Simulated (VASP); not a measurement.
# SiNi (P2_13) in VASP: a series of runs

Runs on SiNi. Level: PBE. Tasks: single point.

All numbers are computed with VASP 6.6.1; they aren't measurements. Logs are shortened: lines on timing, memory, paths and dates and some standing lists are left out, and cuts for length are marked.

## 1. The cell of the first run

It takes space group P2_13 (No. 198, cubic). Conventional cell: a = 4.519 Å, b = 4.519 Å, c = 4.519 Å, α = 90.00°, β = 90.00°, γ = 90.00°. Si (site symmetry 3) has 7 Ni at 2.37 to 2.45 Å and 6 Si at 2.79 Å within 3.1 Å. Ni (site symmetry 3) has 7 Si at 2.37 to 2.45 Å and 6 Ni at 2.78 Å within 3.1 Å.

## 2. Single point, PBE

File INCAR:

```
SYSTEM = SiNi
ALGO = Normal
EDIFF = 1E-6
ENCUT = 520
GGA = PE
ISIF = 2
ISMEAR = 0
LASPH = .True.
LCHARG = .False.
LREAL = .False.
LWAVE = .False.
NBANDS = 38
NELM = 80
PREC = Accurate
SIGMA = 0.1
```

File KPOINTS:

```
k-points
0
Gamma
  8 8 8
  0 0 0
```

File POSCAR:

```
SiNi
1.0
    4.5186084578      0.0000000000      0.0000000000
    0.0000000000      4.5186084578      0.0000000000
    0.0000000000      0.0000000000      4.5186084578
Si Ni
4 4
Direct
    0.8464147128      0.8464147128      0.8464147128
    0.6535852872      0.1535852872      0.3464147128
    0.3464147128      0.6535852872      0.1535852872
    0.1535852872      0.3464147128      0.6535852872
    0.1488402048      0.1488402048      0.1488402048
    0.3511597952      0.8511597952      0.6488402048
    0.6488402048      0.3511597952      0.8511597952
    0.8511597952      0.6488402048      0.3511597952
```

Potentials or basis: VASP PAW PBE potentials, release 64 (Si, Ni).

On the command line:

```
> cat potpaw_PBE.64/Si/POTCAR potpaw_PBE.64/Ni/POTCAR > POTCAR
> mpirun -np 1 vasp_std > vasp.out
```

OUTCAR:

```text
SYSTEM = SiNi
   EDIFF = 1E-6
   ENCUT = 520
   GGA = PE
   ISIF = 2
   ISMEAR = 0
   LASPH = .True.
   LREAL = .False.
   NELM = 80
   PREC = Accurate

 ion  position               nearest neighbor table
   1  0.846  0.846  0.846-   5 2.37   6 2.41   7 2.41   8 2.41   8 2.45   7 2.45   6 2.45   3 2.79
                             4 2.79   2 2.79   2 2.79   4 2.79   3 2.79
   2  0.654  0.154  0.346-   6 2.37   5 2.41   7 2.41   8 2.41   7 2.45   8 2.45   5 2.45   1 2.79
                             1 2.79   3 2.79   3 2.79   4 2.79   4 2.79
   3  0.346  0.654  0.154-   7 2.37   6 2.41   5 2.41   8 2.41   6 2.45   8 2.45   5 2.45   1 2.79
                             4 2.79   2 2.79   2 2.79   4 2.79   1 2.79
   4  0.154  0.346  0.654-   8 2.37   6 2.41   7 2.41   5 2.41   5 2.45   6 2.45   7 2.45   1 2.79
                             3 2.79   2 2.79   1 2.79   2 2.79   3 2.79
   5  0.149  0.149  0.149-   1 2.37   2 2.41   3 2.41   4 2.41   4 2.45   3 2.45   2 2.45   6 2.78
                             7 2.78   8 2.78   6 2.78   8 2.78   7 2.78
   6  0.351  0.851  0.649-   2 2.37   1 2.41   3 2.41   4 2.41   3 2.45   4 2.45   1 2.45   8 2.78
                             5 2.78   5 2.78   7 2.78   7 2.78   8 2.78
   7  0.649  0.351  0.851-   3 2.37   2 2.41   1 2.41   4 2.41   2 2.45   4 2.45   1 2.45   8 2.78
                             5 2.78   8 2.78   6 2.78   6 2.78   5 2.78
   8  0.851  0.649  0.351-   4 2.37   2 2.41   3 2.41   1 2.41   1 2.45   2 2.45   3 2.45   7 2.78
                             5 2.78   7 2.78   5 2.78   6 2.78   6 2.78

  LATTYP: Found a simple cubic cell.
 ALAT       =     4.5186084578

  Lattice vectors:

 A1 = (   4.5186084578,   0.0000000000,   0.0000000000)
 A2 = (   0.0000000000,   4.5186084578,   0.0000000000)
 A3 = (   0.0000000000,   0.0000000000,   4.5186084578)

Analysis of symmetry for initial positions (statically):
=====================================================================
 Subroutine PRICEL returns:
 Original cell was already a primitive cell.

 Routine SETGRP: Setting up the symmetry group for a
 simple cubic supercell.

 Subroutine GETGRP returns: Found 12 space group operations
 (whereof  3 operations were pure point group operations)
 out of a pool of 48 trial point group operations.

The static configuration has the point symmetry C_3 .
 The point group associated with its full space group is T   .

Analysis of symmetry for dynamics (positions and initial velocities):
=====================================================================
 Subroutine PRICEL returns:
 Original cell was already a primitive cell.

 Routine SETGRP: Setting up the symmetry group for a
 simple cubic supercell.

 Subroutine GETGRP returns: Found 12 space group operations
 (whereof  3 operations were pure point group operations)
 out of a pool of 48 trial point group operations.

The dynamic configuration has the point symmetry C_3 .
 The point group associated with its full space group is T   .

 Subroutine INISYM returns: Found 12 space group operations
 (whereof  3 operations are pure point group operations),
 and found     1 'primitive' translations

----------------------------------------------------------------------------------------

                                     Primitive cell

  volume of cell :      92.2601

  direct lattice vectors                    reciprocal lattice vectors
     4.518608458  0.000000000  0.000000000     0.221307070  0.000000000  0.000000000
     0.000000000  4.518608458  0.000000000     0.000000000  0.221307070  0.000000000
     0.000000000  0.000000000  4.518608458     0.000000000  0.000000000  0.221307070

  length of vectors
     4.518608458  4.518608458  4.518608458     0.221307070  0.221307070  0.221307070

  position of ions in fractional coordinates (direct lattice)
     0.846414713  0.846414713  0.846414713
     0.653585287  0.153585287  0.346414713
     0.346414713  0.653585287  0.153585287
     0.153585287  0.346414713  0.653585287
     0.148840205  0.148840205  0.148840205
     0.351159795  0.851159795  0.648840205
     0.648840205  0.351159795  0.851159795
     0.851159795  0.648840205  0.351159795

  ion indices of the primitive-cell ions
   primitive index   ion index
                 1           1
                 2           2
                 3           3
                 4           4
                 5           5
                 6           6
                 7           7
                 8           8

----------------------------------------------------------------------------------------

 KPOINTS: k-points

Automatic generation of k-mesh.
 Grid dimensions read from file:
 generate k-points for:    8    8    8

 Generating k-lattice:

  Cartesian coordinates                     Fractional coordinates (reciprocal lattice)
     0.027663384  0.000000000  0.000000000     0.125000000  0.000000000  0.000000000
     0.000000000  0.027663384  0.000000000     0.000000000  0.125000000  0.000000000
     0.000000000  0.000000000  0.027663384     0.000000000  0.000000000  0.125000000

  Length of vectors
     0.027663384  0.027663384  0.027663384

  Shift w.r.t. Gamma in fractional coordinates (k-lattice)
     0.000000000  0.000000000  0.000000000

 Subroutine IBZKPT returns following result:
 ===========================================

 Found     45 irreducible k-points:

 Following reciprocal coordinates:
            Coordinates               Weight
  0.000000  0.000000  0.000000      1.000000
  0.125000  0.000000  0.000000      6.000000
  0.250000  0.000000  0.000000      6.000000
  0.375000  0.000000  0.000000      6.000000
  0.500000  0.000000  0.000000      3.000000
  0.125000  0.125000  0.000000     12.000000
[... 16 lines left out ...]
  0.250000  0.125000  0.125000     24.000000
  0.375000  0.125000  0.125000     24.000000
 [... further k-points ...]
   k-points           NKPTS =     45   k-points in BZ     NKDIM =     45   number of bands    NBANDS=     38
   number of dos      NEDOS =    301   number of ions     NIONS =      8
   total plane-waves  NPLWV =  46656
   dimension x,y,z NGX =    36 NGY =   36 NGZ =   36
   dimension x,y,z NGXF=    72 NGYF=   72 NGZF=   72
   ions per type =               4   4
   NGX,Y,Z   is equivalent  to a cutoff of  13.24, 13.24, 13.24 a.u.
   NGXF,Y,Z  is equivalent  to a cutoff of  26.49, 26.49, 26.49 a.u.
 SYSTEM =  SiNi
   PREC   = accura    normal or accurate (medium, high low for compatibility)
   ISTART =      0    job   : 0-new  1-cont  2-samecut
   ICHARG =      2    charge: 1-file 2-atom 10-const
   ISPIN  =      1    spin polarized calculation?
   LNONCOLLINEAR =      F non collinear calculations
   LSORBIT =      F    spin-orbit coupling
   LASPH  =      T    aspherical Exc in radial PAW
   ENCUT  =  520.0 eV  38.22 Ry    6.18 a.u.   8.40  8.40  8.40*2*pi/ulx,y,z
   NELM   =     80;   NELMIN=  2; NELMDL= -5     # of ELM steps
   EDIFF  = 0.1E-05   stopping-criterion for ELM
   LREAL  =      F    real-space projection
   EDIFFG = 0.1E-04   stopping-criterion for IOM
   NSW    =      0    number of steps for IOM
   IBRION =     -1    ionic relax: 0-MD 1-quasi-New 2-CG
   NFREE  =      0    steps in history (QN), initial steepest desc. (CG)
   ISIF   =      2    stress and relaxation
   ISYM   =      2    0-nonsym 1-usesym 2-fastsym
   POTIM  = 0.5000    time-step for ionic-motion
   TEBEG  =    0.0;   TEEND  =   0.0 temperature during run
   PSTRESS=    0.0 pullay stress
   NELECT =      56.0000    total number of electrons
   NUPDOWN=      -1.0000    fix difference up-down
   EMIN   =  10.00;   EMAX   =-10.00  energy-range for DOS
   EFERMI =   0.00;   METHOD = LEGACY
   ISMEAR =     0;   SIGMA  =   0.10  broadening in eV -4-tet -1-fermi 0-gaus
   EFERMI_NEDOS =   21; number of points for ismear=-14 and -15
   IALGO  =     38    algorithm
   IMIX   =      4    mixing-type and parameters
     AMIX     =   0.40;   BMIX     =  1.00
     AMIX_MAG =   1.60;   BMIX_MAG =  1.00
  volume/ion in A,a.u.               =      11.53        77.83
  Fermi-wavevector in a.u.,A,eV,Ry     =   1.386116  2.619379 26.141099  1.921317
  Thomas-Fermi vector in A             =   2.510462
   LORBIT       =      0    0 simple, 1 ext, 2 COOP (PROOUT), +10 PAW based schemes
   GGA     = PE    functional components
   LHFCALC =     F    Hartree Fock is set to
   AEXX    =    0.0000 exact exchange contribution
   IVDW    =     0    specifies the selected vdW correction
   LEPSILON=     F    determine dielectric tensor
   LRPA    =     F    only Hartree local field effects (RPA)
 non-spin polarized calculation
 Gauss-broadening in eV      SIGMA  =   0.10
  energy-cutoff  :      520.00
  volume of cell :       92.26
 maximum number of plane-waves:      2517
 NGX is ok and might be reduce to    36
   NGX = 17   NGY = 17   NGZ = 17

 number of electron      56.0000008 magnetization

 Free energy of the ion-electron system (eV)
  ---------------------------------------------------
  ext. energy  EPLUGINS =         0.00000000
  ---------------------------------------------------
  free energy    TOTEN  =       -46.83862180 eV

  energy without entropy =      -46.82795085  energy(sigma->0) =      -46.83328632

 E-fermi :  11.7356     XC(G=0): -12.5158

 val. band max:       11.7292185173   @ k =   0.2500   0.2500   0.2500
 cond. band min:      11.7731512165   @ k =   0.2500   0.0000   0.0000
 fundamental gap:      0.0439326992
 Fermi energy:        11.7356086544

 k-point     1 :       0.0000    0.0000    0.0000
  band No.  band energies     occupation
      1      -2.3247      2.00000
      2       3.0387      2.00000
      3       3.0387      2.00000
      4       3.0387      2.00000
      5       5.5714      2.00000
      6       5.5714      2.00000
[... 30 lines left out ...]
     37      16.3137      0.00000
     38      16.3137      0.00000
[... 941 lines left out ...]
     37      16.2495      0.00000
     38      17.3556      0.00000

 [... further k-points ...]

------------------------ aborting loop because EDIFF is reached ----------------------------------------

  FORCE on cell =-STRESS in cart. coord.  units (eV):
  Direction    XX          YY          ZZ          XY          YZ          ZX
  --------------------------------------------------------------------------------------
  -------------------------------------------------------------------------------------
  Total        0.0133576      0.0133576      0.0133576      0.0000000      0.0000000      0.0000000
  in kB        0.2319659      0.2319659      0.2319659      0.0000000      0.0000000      0.0000000
  external PRESSURE =       0.2319659 kB  Pullay stress =       0.0000000 kB

 VOLUME and BASIS-vectors are now :
 -----------------------------------------------------------------------------
  energy-cutoff  :      520.00
  volume of cell :       92.26
      direct lattice vectors                 reciprocal lattice vectors
     4.518608458  0.000000000  0.000000000     0.221307070  0.000000000  0.000000000
     0.000000000  4.518608458  0.000000000     0.000000000  0.221307070  0.000000000
     0.000000000  0.000000000  4.518608458     0.000000000  0.000000000  0.221307070

 POSITION                                       TOTAL-FORCE (eV/Angst)
 -----------------------------------------------------------------------------------
      3.82462      3.82462      3.82462         0.001231      0.001231      0.001231
      2.95330      0.69399      1.56531        -0.001231     -0.001231      0.001231
      1.56531      2.95330      0.69399         0.001231     -0.001231     -0.001231
      0.69399      1.56531      2.95330        -0.001231      0.001231     -0.001231
      0.67255      0.67255      0.67255        -0.003656     -0.003656     -0.003656
      1.58675      3.84606      2.93185         0.003656      0.003656     -0.003656
      2.93185      1.58675      3.84606        -0.003656      0.003656      0.003656
      3.84606      2.93185      1.58675         0.003656     -0.003656      0.003656
 -----------------------------------------------------------------------------------
    total drift:                                0.000000      0.000000     -0.000000

  FREE ENERGIE OF THE ION-ELECTRON SYSTEM (eV)
  ---------------------------------------------------
  free  energy   TOTEN  =       -46.8386218020 eV

  energy  without entropy=      -46.8279508459  energy(sigma->0) =      -46.83328632
```

Run time: 63 s. Hardware: 1 thread of Intel Xeon 6975P-C (Granite Rapids), shared host; peak memory 0.27 GiB.

What came out:

- Free energy: -46.8386 eV
- Pressure: 0.0 GPa
- Largest force: 0.006 eV/Å
- Band gap on the k mesh: zero (bands 28 and 29 overlap by 1.15 eV)

Forces in eV/Å, atoms in the order of the input:
```
Si   0.001  0.001  0.001
Si  -0.001 -0.001  0.001
Si   0.001 -0.001 -0.001
Si  -0.001  0.001 -0.001
Ni  -0.004 -0.004 -0.004
Ni   0.004  0.004 -0.004
Ni  -0.004  0.004  0.004
Ni   0.004 -0.004  0.004
```

## 3. Single point, PBE (11.88 Å³/atom)

This run uses another cell than the first one, of 11.88 Å³/atom.

File INCAR:

```
SYSTEM = SiNi
  ALGO = Normal
  EDIFF = 1E-7
  ENCUT = 520
  GGA = PE
  ISIF = 2
  ISMEAR = 0
  LASPH = .TRUE.
  LCHARG = .FALSE.
  LREAL = .FALSE.
  LWAVE = .FALSE.
  NBANDS = 38
  NELM = 60
  PREC = Accurate
  SIGMA = 0.1
```

File KPOINTS:

```
k-points
0
G
  8 8 8
  0 0 0
```

File POSCAR:

```
SiNi
1.0
    4.5633500652      0.0000000000      0.0000000000
    0.0000000000      4.5633500652      0.0000000000
    0.0000000000      0.0000000000      4.5633500652
Si Ni
4 4
Direct
    0.8461417806      0.8461417806      0.8461417806
    0.6538582194      0.1538582194      0.3461417806
    0.3461417806      0.6538582194      0.1538582194
    0.1538582194      0.3461417806      0.6538582194
    0.1477630149      0.1477630149      0.1477630149
    0.3522369851      0.8522369851      0.6477630149
    0.6477630149      0.3522369851      0.8522369851
    0.8522369851      0.6477630149      0.3522369851
```

Potentials or basis: VASP PAW PBE potentials, release 64 (Si, Ni).

On the command line:

```
> cat potpaw_PBE.64/Si/POTCAR potpaw_PBE.64/Ni/POTCAR > POTCAR
> mpirun -np 1 vasp_std > vasp.out
```

It took 66 s on 1 thread of Intel Xeon 6975P-C (Granite Rapids), shared host; peak memory 0.28 GiB.

It converged, with:

* Free energy: -46.7959 eV
* Pressure: -4.9 GPa
* Largest force: 0.003 eV/Å
* Band gap on the k mesh: zero (bands 28 and 29 overlap by 1.11 eV)

Forces on the atoms (eV/Å):
```
Si  -0.001 -0.001 -0.001
Si   0.001  0.001 -0.001
Si  -0.001  0.001  0.001
Si   0.001 -0.001  0.001
Ni   0.002  0.002  0.002
Ni  -0.002 -0.002  0.002
Ni   0.002 -0.002 -0.002
Ni  -0.002  0.002 -0.002
```

Levels at points of the mesh, in eV from the Fermi level:
| k point | band 25 | band 26 | band 27 | band 28 | band 29 | band 30 | band 31 | band 32 |
| --- | --- | --- | --- | --- | --- | --- | --- | --- |
| (0.00, 0.00, 0.00) | -1.46 | -1.46 | -1.46 | 0.92 | 0.92 | 0.92 | 1.42 | 1.42 |
| (0.50, 0.00, 0.00) | -1.81 | -1.81 | -0.51 | -0.51 | -0.18 | -0.18 | 2.69 | 2.69 |
| (0.50, 0.50, 0.00) | -1.37 | -1.37 | -0.87 | -0.87 | 0.33 | 0.33 | 0.88 | 0.88 |
| (0.50, 0.50, 0.50) | -1.61 | -1.61 | -1.61 | -1.61 | 4.01 | 4.01 | 4.01 | 4.01 |

Caveat: the cell stands under tension.

## 4. Single point, PBE (12.22 Å³/atom)

This run uses another cell than the first one, of 12.22 Å³/atom.

File INCAR:

```
PREC     = Accurate       # precision mode
ENCUT    = 520            # plane-wave cutoff, eV
EDIFF    = 1E-6           # SCF threshold, eV
ISMEAR   = 0              # smearing method
SIGMA    = 0.1            # smearing width, eV
LREAL    = False          # projectors in reciprocal space
LASPH    = True           # aspherical terms in the spheres
NELM     = 60             # most SCF steps
ALGO     = Normal         # electronic algorithm
ISIF     = 2              # what is computed and relaxed
LWAVE    = False          # write WAVECAR
LCHARG   = True           # write CHGCAR
GGA      = PE             # functional
LELF     = True           # ELF
LVHAR    = True         
NBANDS   = 38             # bands
```

File KPOINTS:

```
Automatic mesh
0
Gamma
  8 8 8
```

File POSCAR:

```
SiNi
1.0
    4.6072311231      0.0000000000      0.0000000000
    0.0000000000      4.6072311231      0.0000000000
    0.0000000000      0.0000000000      4.6072311231
Si Ni
4 4
Direct
    0.8456556585      0.8456556585      0.8456556585
    0.6543443415      0.1543443415      0.3456556585
    0.3456556585      0.6543443415      0.1543443415
    0.1543443415      0.3456556585      0.6543443415
    0.1468129508      0.1468129508      0.1468129508
    0.3531870492      0.8531870492      0.6468129508
    0.6468129508      0.3531870492      0.8531870492
    0.8531870492      0.6468129508      0.3531870492
```

On the command line:

```
> cat potpaw_PBE.64/Si/POTCAR potpaw_PBE.64/Ni/POTCAR > POTCAR
> mpirun -np 1 vasp_std > vasp.out
```

It took 69 s on 1 thread of Intel Xeon 6975P-C (Granite Rapids), shared host; peak memory 0.28 GiB.

Results (log left out):

```yaml
Free_energy: -46.6753 eV
Pressure: -8.9 GPa
Largest_force: 0.006 eV/Å
Band_gap_on_the_k_mesh: zero (bands 28 and 29 overlap by 1.06 eV)
```

Forces in eV/Å, atoms in the order of the input:
```
Si   0.004  0.004  0.004
Si  -0.004 -0.004  0.004
Si   0.004 -0.004 -0.004
Si  -0.004  0.004 -0.004
Ni  -0.002 -0.002 -0.002
Ni   0.002  0.002 -0.002
Ni  -0.002  0.002  0.002
Ni   0.002 -0.002  0.002
```

Levels at points of the mesh, in eV from the Fermi level:
```csv
k point,band 25,band 26,band 27,band 28,band 29,band 30,band 31,band 32
"(0.00, 0.00, 0.00)",-1.38,-1.38,-1.38,0.88,0.88,0.88,1.43,1.43
"(0.50, 0.00, 0.00)",-1.71,-1.71,-0.46,-0.46,-0.18,-0.18,2.62,2.62
"(0.50, 0.50, 0.00)",-1.29,-1.29,-0.83,-0.83,0.30,0.30,0.87,0.87
"(0.50, 0.50, 0.50)",-1.53,-1.53,-1.53,-1.53,3.88,3.88,3.88,3.88
```

Caveat: the cell stands under tension.

## 5. Overview

```csv
cell,gap on the mesh (eV),pressure (GPa),largest force (eV/Å)
"a = 4.519 Å, 8 atoms, atomic positions A",none,0.0,0.01
"a = 4.563 Å, 8 atoms, atomic positions B",none,-4.9,-
"a = 4.607 Å, 8 atoms, atomic positions C",none,-8.9,0.01
```

Alike in all rows: task single point; level PBE; potentials or basis VASP PAW PBE potentials, release 64 (Si, Ni); no spin polarisation; k mesh 8 × 8 × 8; cutoff (eV) 520; smearing gaussian 0.1 eV.

Caveats: the cell stands under tension (at least some runs).

Absolute energies hang on the potentials; compare differences alone.
